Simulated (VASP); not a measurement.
# GaAs in VASP: further runs

GaAs is run at these levels: PBE; tasks: single point.

Everything below comes from runs of VASP 6.6.1. Logs are shortened: lines on timing, memory, paths and dates and some standing lists are left out, and cuts for length are marked.

**1. The cell of the first run**

Symmetry: I-4m2, No. 119, tetragonal system. The conventional cell has a = 4.266 Å, b = 4.266 Å, c = 5.889 Å, α = 90.00°, β = 90.00°, γ = 90.00°. Within 3.4 Å of Ga (site symmetry -4m2) lie 4 As at 2.59 Å. As (site symmetry -4m2) has 4 Ga at 2.59 Å within 3.4 Å.

**2. Single point, PBE (strain +0.050 along x and y, +0.025 along z)**

File INCAR:

```
SYSTEM = GaAs
ALGO = Normal ; EDIFF = 1E-6
ENCUT = 500 ; GGA = PE
GGA_COMPAT = .False. ; ISIF = 2
ISMEAR = 0 ; LASPH = .True.
LCHARG = .False. ; LREAL = .False.
LWAVE = .False. ; NBANDS = 16
NELM = 120 ; PREC = Accurate
SIGMA = 0.03
```

File KPOINTS:

```
k-points
0
Gamma
  10 10 10
  0 0 0
```

File POSCAR:

```
GaAs
1.0
    0.0000000000      3.0163268808      2.9445095741
    3.0163268808      0.0000000000      2.9445095741
    3.0163268808      3.0163268808      0.0000000000
Ga As
1 1
Direct
    0.0000000000      0.0000000000      0.0000000000
    0.7500000000      0.7500000000      0.7500000000
```

Potentials or basis: VASP PAW PBE potentials, release 64 (Ga_d, As).

Started as:

```
$ cat potpaw_PBE.64/Ga_d/POTCAR potpaw_PBE.64/As/POTCAR > POTCAR
$ mpirun -np 1 vasp_std > vasp.out
```

OUTCAR:

```text
SYSTEM = GaAs
   EDIFF = 1E-6
   ENCUT = 500
   GGA = PE
   ISIF = 2
   ISMEAR = 0
   LASPH = .True.
   LREAL = .False.
   NELM = 120
   PREC = Accurate

 ion  position               nearest neighbor table
   1  0.000  0.000  0.000-   2 2.59   2 2.59   2 2.59   2 2.59
   2  0.750  0.750  0.750-   1 2.59   1 2.59   1 2.59   1 2.59

  LATTYP: Found a body centered tetragonal cell.
 ALAT       =     4.2657303834
 C/A-ratio  =     1.3805418109

  Lattice vectors:

 A1 = (   0.0000000000,  -3.0163268808,  -2.9445095741)
 A2 = (   0.0000000000,   3.0163268808,  -2.9445095741)
 A3 = (   3.0163268808,   0.0000000000,   2.9445095741)

Analysis of symmetry for initial positions (statically):
=====================================================================
 Subroutine PRICEL returns:
 Original cell was already a primitive cell.

 Routine SETGRP: Setting up the symmetry group for a
 body centered tetragonal supercell.

 Subroutine GETGRP returns: Found  8 space group operations
 (whereof  8 operations were pure point group operations)
 out of a pool of 16 trial point group operations.

The static configuration has the point symmetry D_2d.

Analysis of symmetry for dynamics (positions and initial velocities):
=====================================================================
 Subroutine PRICEL returns:
 Original cell was already a primitive cell.

 Routine SETGRP: Setting up the symmetry group for a
 body centered tetragonal supercell.

 Subroutine GETGRP returns: Found  8 space group operations
 (whereof  8 operations were pure point group operations)
 out of a pool of 16 trial point group operations.

The dynamic configuration has the point symmetry D_2d.

 Subroutine INISYM returns: Found  8 space group operations
 (whereof  8 operations are pure point group operations),
 and found     1 'primitive' translations

----------------------------------------------------------------------------------------

                                     Primitive cell

  volume of cell :      53.5796

  direct lattice vectors                    reciprocal lattice vectors
     0.000000000  3.016326881  2.944509574    -0.165764527  0.165764527  0.169807565
     3.016326881  0.000000000  2.944509574     0.165764527 -0.165764527  0.169807565
     3.016326881  3.016326881  0.000000000     0.165764527  0.165764527 -0.169807565

  length of vectors
     4.215253786  4.215253786  4.265730383     0.289465656  0.289465656  0.289465656

  position of ions in fractional coordinates (direct lattice)
     0.000000000  0.000000000  0.000000000
     0.750000000  0.750000000  0.750000000

  ion indices of the primitive-cell ions
   primitive index   ion index
                 1           1
                 2           2

----------------------------------------------------------------------------------------

 KPOINTS: k-points

Automatic generation of k-mesh.
 Grid dimensions read from file:
 generate k-points for:   10   10   10

 Generating k-lattice:

  Cartesian coordinates                     Fractional coordinates (reciprocal lattice)
    -0.016576453  0.016576453  0.016980756     0.100000000  0.000000000  0.000000000
     0.016576453 -0.016576453  0.016980756     0.000000000  0.100000000  0.000000000
     0.016576453  0.016576453 -0.016980756     0.000000000  0.000000000  0.100000000

  Length of vectors
     0.028946566  0.028946566  0.028946566

  Shift w.r.t. Gamma in fractional coordinates (k-lattice)
     0.000000000  0.000000000  0.000000000

 Subroutine IBZKPT returns following result:
 ===========================================

 Found    102 irreducible k-points:

 Following reciprocal coordinates:
            Coordinates               Weight
  0.000000  0.000000  0.000000      1.000000
  0.100000  0.000000  0.000000      8.000000
  0.200000  0.000000  0.000000      8.000000
  0.300000 -0.000000  0.000000      8.000000
  0.400000  0.000000  0.000000      8.000000
  0.500000 -0.000000  0.000000      4.000000
[... 16 lines left out ...]
  0.300000  0.300000  0.000000      2.000000
  0.400000  0.300000  0.000000      8.000000
 [... further k-points ...]
   k-points           NKPTS =    102   k-points in BZ     NKDIM =    102   number of bands    NBANDS=     16
   number of dos      NEDOS =    301   number of ions     NIONS =      2
   total plane-waves  NPLWV =  32768
   dimension x,y,z NGX =    32 NGY =   32 NGZ =   32
   dimension x,y,z NGXF=    64 NGYF=   64 NGZF=   64
   ions per type =               1   1
   NGX,Y,Z   is equivalent  to a cutoff of  12.62, 12.62, 12.47 a.u.
   NGXF,Y,Z  is equivalent  to a cutoff of  25.24, 25.24, 24.94 a.u.
 SYSTEM =  GaAs
   PREC   = accura    normal or accurate (medium, high low for compatibility)
   ISTART =      0    job   : 0-new  1-cont  2-samecut
   ICHARG =      2    charge: 1-file 2-atom 10-const
   ISPIN  =      1    spin polarized calculation?
   LNONCOLLINEAR =      F non collinear calculations
[... 108 lines left out ...]
  band No.  band energies     occupation
      1     -12.1437      2.00000
      2     -12.1006      2.00000
      3     -12.0974      2.00000
      4     -12.0650      2.00000
      5     -12.0587      2.00000
      6      -8.0489      2.00000
[... 8 lines left out ...]
     15      12.4284      0.00000
     16      12.5121      0.00000

 k-point     6 :       0.5000   -0.0000    0.0000
  band No.  band energies     occupation
      1     -12.1471      2.00000
      2     -12.0998      2.00000
      3     -12.0968      2.00000
      4     -12.0645      2.00000
      5     -12.0582      2.00000
      6      -7.8719      2.00000
[... 8 lines left out ...]
     15      13.3161      0.00000
     16      13.5915      0.00000

 k-point     7 :       0.1000    0.1000    0.0000
  band No.  band energies     occupation
      1     -12.1120      2.00000
      2     -12.1084      2.00000
      3     -12.1084      2.00000
      4     -12.0673      2.00000
      5     -12.0601      2.00000
      6      -9.0374      2.00000
[... 8 lines left out ...]
     15      11.0875      0.00000
     16      12.1270      0.00000

 k-point     8 :       0.2000    0.1000    0.0000
  band No.  band energies     occupation
      1     -12.1214      2.00000
      2     -12.1052      2.00000
      3     -12.1047      2.00000
      4     -12.0683      2.00000
      5     -12.0593      2.00000
      6      -8.8312      2.00000
[... 8 lines left out ...]
     15      11.3173      0.00000
     16      11.9628      0.00000

 k-point     9 :       0.3000    0.1000    0.0000
  band No.  band energies     occupation
      1     -12.1329      2.00000
      2     -12.1016      2.00000
      3     -12.1009      2.00000
      4     -12.0685      2.00000
      5     -12.0585      2.00000
      6      -8.4870      2.00000
[... 8 lines left out ...]
     15      11.7787      0.00000
     16      12.1441      0.00000
[... 172 lines left out ...]
 k-point    19 :       0.5000    0.2000    0.0000
  band No.  band energies     occupation
      1     -12.1514      2.00000
      2     -12.0945      2.00000
      3     -12.0938      2.00000
      4     -12.0699      2.00000
      5     -12.0569      2.00000
      6      -7.7106      2.00000
[... 8 lines left out ...]
     15      13.4677      0.00000
     16      13.6365      0.00000

 k-point    20 :      -0.4000    0.2000    0.0000
  band No.  band energies     occupation
      1     -12.1512      2.00000
      2     -12.0946      2.00000
      3     -12.0945      2.00000
      4     -12.0677      2.00000
      5     -12.0586      2.00000
      6      -7.6742      2.00000
[... 8 lines left out ...]
     15      12.0594      0.00000
     16      13.5086      0.00000

 k-point    21 :      -0.3000    0.2000    0.0000
  band No.  band energies     occupation
      1     -12.1465      2.00000
      2     -12.0973      2.00000
      3     -12.0950      2.00000
      4     -12.0659      2.00000
      5     -12.0606      2.00000
      6      -7.9356      2.00000
[... 8 lines left out ...]
     15      11.7809      0.00000
     16      13.6700      0.00000

 k-point    22 :      -0.2000    0.2000    0.0000
  band No.  band energies     occupation
      1     -12.1388      2.00000
      2     -12.1012      2.00000
      3     -12.0962      2.00000
      4     -12.0651      2.00000
      5     -12.0617      2.00000
      6      -8.3080      2.00000
[... 8 lines left out ...]
     15      12.2239      0.00000
     16      12.7964      0.00000

 k-point    23 :       0.3000    0.3000    0.0000
  band No.  band energies     occupation
      1     -12.1473      2.00000
      2     -12.0934      2.00000
      3     -12.0934      2.00000
      4     -12.0744      2.00000
      5     -12.0556      2.00000
      6      -8.1488      2.00000
[... 8 lines left out ...]
     15      13.3362      0.00000
     16      13.9407      0.00000

 k-point    24 :       0.4000    0.3000    0.0000
  band No.  band energies     occupation
      1     -12.1545      2.00000
      2     -12.0906      2.00000
      3     -12.0901      2.00000
      4     -12.0755      2.00000
      5     -12.0548      2.00000
      6      -7.8277      2.00000
[... 8 lines left out ...]
     15      13.9723      0.00000
     16      14.2119      0.00000

 [... further k-points ...]
[... 5 lines left out ...]
  --------------------------------------------------------------------------------------
  -------------------------------------------------------------------------------------
  Total       -1.9593980     -1.9593980     -1.5561693      0.0000000     -0.0000000     -0.0000000
  in kB      -58.5913439    -58.5913439    -46.5337055      0.0000000     -0.0000000     -0.0000000
  external PRESSURE =     -54.5721311 kB  Pullay stress =       0.0000000 kB

 VOLUME and BASIS-vectors are now :
 -----------------------------------------------------------------------------
  energy-cutoff  :      500.00
  volume of cell :       53.58
      direct lattice vectors                 reciprocal lattice vectors
     0.000000000  3.016326881  2.944509574    -0.165764527  0.165764527  0.169807565
     3.016326881  0.000000000  2.944509574     0.165764527 -0.165764527  0.169807565
     3.016326881  3.016326881  0.000000000     0.165764527  0.165764527 -0.169807565

 POSITION                                       TOTAL-FORCE (eV/Angst)
 -----------------------------------------------------------------------------------
      0.00000      0.00000      0.00000         0.000000      0.000000      0.000000
      4.52449      4.52449      4.41676        -0.000000     -0.000000     -0.000000
 -----------------------------------------------------------------------------------
    total drift:                               -0.000001     -0.000001      0.000000

  FREE ENERGIE OF THE ION-ELECTRON SYSTEM (eV)
  ---------------------------------------------------
  free  energy   TOTEN  =        -8.1577955978 eV

  energy  without entropy=       -8.1577943338  energy(sigma->0) =       -8.15779497
```

Wall time 40 s (1 thread of Intel Xeon Platinum 8488C (Sapphire Rapids), shared host); peak memory 0.23 GiB.

Results:

* Free energy: -8.1578 eV
* Pressure: -5.5 GPa
* Band gap on the k mesh: 0.11 eV, direct

Stress tensor (GPa, compression positive):
```
-5.86  0.00  0.00
 0.00 -5.86  0.00
 0.00  0.00 -4.65
```

Levels at points of the mesh, in eV from the valence-band top:
```tsv
k point	band 5	band 6	band 7	band 8	band 9	band 10	band 11	band 12	band 13	band 14
(0.00, 0.00, 0.00)	-14.49	-11.60	-0.64	0.00	0.00	0.11	3.66	3.72	3.72	7.12
(0.50, 0.00, 0.00)	-14.49	-10.31	-5.78	-0.95	-0.79	0.60	4.52	4.65	7.51	9.23
(0.50, 0.50, 0.00)	-14.49	-9.73	-5.99	-2.18	-2.18	1.58	1.71	8.92	8.92	9.71
(0.50, 0.00, 0.50)	-14.49	-9.79	-6.10	-2.06	-2.04	1.78	1.82	8.82	8.93	9.54
```

Caveat: the cell differs from its parent crystal (strain +0.050 along x and y, +0.025 along z).

**3. Single point, PBE (strain -0.050 along x and y, -0.050 along z)**

File INCAR:

```
PREC = Accurate
ENCUT = 500
EDIFF = 1E-6
ISMEAR = 0
SIGMA = 0.03
LREAL = F
LASPH = T
NELM = 120
ALGO = Normal
ISIF = 2
LWAVE = F
LCHARG = F
GGA = PE
NBANDS = 16
GGA_COMPAT = F
```

File KPOINTS:

```
Automatic mesh
0
Gamma
  10 10 10
```

File POSCAR:

```
GaAs
1.0
    0.0000000000      2.7290576540      2.7290576540
    2.7290576540      0.0000000000      2.7290576540
    2.7290576540      2.7290576540      0.0000000000
Ga As
1 1
Direct
    0.0000000000      0.0000000000      0.0000000000
    0.7500000000      0.7500000000      0.7500000000
```

Potentials or basis: VASP PAW PBE potentials, release 64 (Ga_d, As).

Started as:

```
$ cat potpaw_PBE.64/Ga_d/POTCAR potpaw_PBE.64/As/POTCAR > POTCAR
$ mpirun -np 1 vasp_std > vasp.out
```

It took 24 s on 1 thread of Intel Xeon 6975P-C, shared host; peak memory 0.17 GiB.

The run converged. Its results:

* Free energy: -8.0213 eV
* Pressure: 13.7 GPa
* Band gap on the k mesh: 1.24 eV, indirect (least direct gap 1.35 eV)

Levels at points of the mesh, in eV from the valence-band top:
```csv
k point,band 5,band 6,band 7,band 8,band 9,band 10,band 11,band 12,band 13,band 14
"(0.00, 0.00, 0.00)",-14.93,-13.54,0.00,0.00,0.00,1.35,3.74,3.74,3.74,7.92
"(0.50, 0.00, 0.00)",-14.92,-11.42,-7.27,-1.31,-1.31,1.31,4.65,4.65,7.82,11.23
"(0.50, 0.50, 0.00)",-14.91,-10.54,-7.35,-3.08,-3.08,1.24,1.57,11.03,11.03,11.99
```

Caveat: the cell differs from its parent crystal (strain -0.050 along x and y, -0.050 along z). A k mesh can miss the band edges.

**4. Single point, PBE (strain -0.025 along x and y, -0.025 along z)**

File INCAR:

```
  PREC = Accurate
  ENCUT = 500
  EDIFF = 1E-6
  ISMEAR = 0
  SIGMA = 0.03
  LREAL = F
  LASPH = T
  NELM = 120
  ALGO = Normal
  ISIF = 2
  LWAVE = F
  LCHARG = T
  GGA = PE
  LELF = T
  LVHAR = T
  NBANDS = 16
  GGA_COMPAT = F
```

KPOINTS is that of step 3.

File POSCAR:

```
GaAs
1.0
    0.0000000000      2.8008749607      2.8008749607
    2.8008749607      0.0000000000      2.8008749607
    2.8008749607      2.8008749607      0.0000000000
Ga As
1 1
Direct
    0.0000000000      0.0000000000      0.0000000000
    0.7500000000      0.7500000000      0.7500000000
```

Started as:

```
$ cat potpaw_PBE.64/Ga_d/POTCAR potpaw_PBE.64/As/POTCAR > POTCAR
$ mpirun -np 1 vasp_std > vasp.out
```

Wall time 31 s (1 thread of Intel Xeon 6975P-C, shared host); peak memory 0.19 GiB.

The run converged. Its results:

```
Free energy            : -8.2155 eV
Pressure               : 5.7 GPa
Band gap on the k mesh : 0.73 eV, direct
```

Levels at points of the mesh, in eV from the valence-band top:
| k point | band 6 | band 7 | band 8 | band 9 | band 10 | band 11 | band 12 | band 13 |
| --- | --- | --- | --- | --- | --- | --- | --- | --- |
| (0.00, 0.00, 0.00) | -12.93 | 0.00 | 0.00 | 0.00 | 0.73 | 3.74 | 3.74 | 3.74 |
| (0.50, 0.00, 0.00) | -11.08 | -6.79 | -1.18 | -1.18 | 1.08 | 4.64 | 4.64 | 7.78 |
| (0.50, 0.50, 0.00) | -10.30 | -6.95 | -2.78 | -2.78 | 1.41 | 1.64 | 10.39 | 10.39 |

Caveat: the cell differs from its parent crystal (strain -0.025 along x and y, -0.025 along z).

**5. Single point, PBE (strain +0.025 along x and y, +0.025 along z)**

File INCAR:

```
SYSTEM = GaAs
ALGO     = Normal         ! electronic algorithm
EDIFF    = 1E-6           ! SCF threshold, eV
ENCUT    = 500            ! plane-wave cutoff, eV
GGA      = PE             ! functional
GGA_COMPAT= .FALSE.      
ISIF     = 2              ! what is computed and relaxed
ISMEAR   = 0              ! smearing method
LASPH    = .TRUE.         ! aspherical terms in the spheres
LCHARG   = .FALSE.        ! write CHGCAR
LREAL    = .FALSE.        ! projectors in reciprocal space
LWAVE    = .FALSE.        ! write WAVECAR
NBANDS   = 16             ! bands
NELM     = 120            ! most SCF steps
PREC     = Accurate       ! precision mode
SIGMA    = 0.03           ! smearing width, eV
```

File KPOINTS:

```
k-points
0
G
  10 10 10
  0 0 0
```

File POSCAR:

```
GaAs
1.0
    0.0000000000      2.9445095741      2.9445095741
    2.9445095741      0.0000000000      2.9445095741
    2.9445095741      2.9445095741      0.0000000000
Ga As
1 1
Direct
    0.0000000000      0.0000000000      0.0000000000
    0.7500000000      0.7500000000      0.7500000000
```

Started as:

```
$ cat potpaw_PBE.64/Ga_d/POTCAR potpaw_PBE.64/As/POTCAR > POTCAR
$ mpirun -np 1 vasp_std > vasp.out
```

Wall time 33 s (1 thread of Intel Xeon 6975P-C, shared host); peak memory 0.19 GiB.

The run converged. Its results:

* Free energy: -8.2329 eV
* Pressure: -3.6 GPa
* Band gap on the k mesh: zero (filled and empty bands touch)

Levels at points of the mesh, in eV from the Fermi level:
| k point | band 6 | band 7 | band 8 | band 9 | band 10 | band 11 | band 12 | band 13 |
| --- | --- | --- | --- | --- | --- | --- | --- | --- |
| (0.00, 0.00, 0.00) | -11.93 | -0.37 | -0.01 | -0.01 | -0.01 | 3.68 | 3.68 | 3.68 |
| (0.50, 0.00, 0.00) | -10.51 | -6.04 | -0.98 | -0.98 | 0.67 | 4.57 | 4.57 | 7.57 |
| (0.50, 0.50, 0.00) | -9.93 | -6.30 | -2.29 | -2.29 | 1.66 | 1.67 | 9.21 | 9.21 |

Caveat: the cell differs from its parent crystal (strain +0.025 along x and y, +0.025 along z).

**6. Summary**

| cell | gap on the mesh (eV) | pressure (GPa) |
| --- | --- | --- |
| a = 4.215, b = 4.215, c = 4.266 Å, angles 59.6, 59.6, 60.8°, 2 atoms | 0.11 | -5.5 |
| a = 3.859 Å, angles 60.0°, 2 atoms | 1.24 | 13.7 |
| a = 3.961 Å, angles 60.0°, 2 atoms | 0.73 | 5.7 |
| a = 4.164 Å, angles 60.0°, 2 atoms | none | -3.6 |

Alike in all rows: task single point; level PBE; potentials or basis VASP PAW PBE potentials, release 64 (Ga_d, As); no spin polarisation; k mesh 10 × 10 × 10; cutoff (eV) 500; smearing gaussian 0.03 eV.

Total energies depend on the potentials used, so only differences within one code and one set of settings carry meaning.
